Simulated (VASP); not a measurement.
The system is BeTe.

```
Te Be
1.0
     0.00000    2.77000    2.77000
     2.77000    0.00000    2.77000
     2.77000    2.77000    0.00000
Te Be
1 1
Cartesian
  4.1550 4.1550 4.1550
  0.0000 0.0000 0.0000
```

| Quantity | Value |
| --- | --- |
| Program | VASP 6.6.1 |
| Task | relaxation of cell and atoms |
| Functional | PBEsol |
| Potentials or basis | VASP PAW PBE potentials, release 64 (Te, Be) |
| Cutoff | 600 eV |
| k mesh | 8 × 8 × 8 |
| Occupations | fermi-dirac, width 0.05 eV |
| Spin | no spin polarisation |

At the start: pressure 2.5 GPa; volume 21.25 Å³/atom.

How do energy, volume and symmetry change on relaxing?

Over 3 steps the energy falls by 6.5 meV/atom and the volume is 22.10 Å³/atom (+4.0 %); space group F-43m (No. 216, to 0.05 Å).

Step by step:
```csv
step,energy change (eV),largest force (eV/Å),pressure (GPa),volume (Å³)
1,0.0000,0.0000,2.54,42.51
2,-0.0122,0.0000,-0.55,44.61
3,-0.0129,0.0000,0.00,44.19
```

Final structure:
```yaml
crystal:
  lattice:
    - [0.00000, 2.80614, 2.80614]
    - [2.80614, 0.00000, 2.80614]
    - [2.80614, 2.80614, 0.00000]
  atoms:
    - { symbol: Te, position: [0.75000, 0.75000, 0.75000] }
    - { symbol: Be, position: [0.00000, 0.00000, 0.00000] }
```

Caveat: the PAW data sets were made with another functional, which shifts forces and pressure a little.
